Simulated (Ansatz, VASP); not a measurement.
SiH4CSO: VASP beside Ansatz

```xyz
24
Lattice="8.8044 0.0000 0.0000 0.0000 8.8044 0.0000 0.0000 0.0000 8.8044" Properties=species:S:1:pos:R:3 pbc="T T T"
O     3.5329    5.2046   -1.1485
O     6.2701    2.9667    2.6815
O     8.1721    3.6405    0.1783
C     3.3129    4.8492   -0.0672
C     6.0012    2.0912    1.9746
C     8.1804    4.7981    0.1872
S     3.0236    4.3738    1.3876
S     5.6343    0.9116    1.0255
S     8.1945    6.3553    0.1930
Si    6.6062    8.1629    5.5884
Si    2.8110    0.9558    4.4660
Si    1.1400    4.8993    5.1687
H     6.1200    9.3185    4.7926
H     6.7481    6.9835    4.7003
H     7.9156    8.5036    6.1957
H     5.6221    7.8715    6.6583
H     3.1770   -0.3482    3.8618
H     3.0720    0.9154    5.9271
H     3.6280    2.0293    3.8474
H     1.3709    1.2404    4.2287
H     0.8945    3.9717    6.2994
H     2.5030    4.6632    4.6356
H     0.1438    4.6499    4.1007
H     1.0274    6.2985    5.6428
```

Alike in both runs: functional r2SCAN; dispersion D3(BJ); k mesh 1 × 1 × 1; occupations fermi-dirac, width 0.05 eV; no spin polarisation.

Ansatz relaxed the structure, and its values are those at the end. VASP's run is a single point on that final structure, the one shown.

```csv
,VASP,Ansatz
version,VASP 6.6.1,Ansatz 0.2.0
potentials or method,"VASP PAW PBE potentials, release 64 (O, C, S, Si, H), cutoff 520 eV","scalar-relativistic, plane waves, PAW"
valence electrons in the cell,72,72
```

|  | VASP | Ansatz | Ansatz less VASP |
| --- | --- | --- | --- |
| rms of the force components (eV/Å) | 0.296 | 0.023 | -0.2736 |

VASP's potentials were made for PBE, not for r2SCAN. One of these differences is far larger than is usual between the two programs; its cause wasn't traced. Ansatz's warnings: dispersion damping borrowed.

Noted on VASP's run: the standard files for N, O and F lose accuracy on very short bonds.
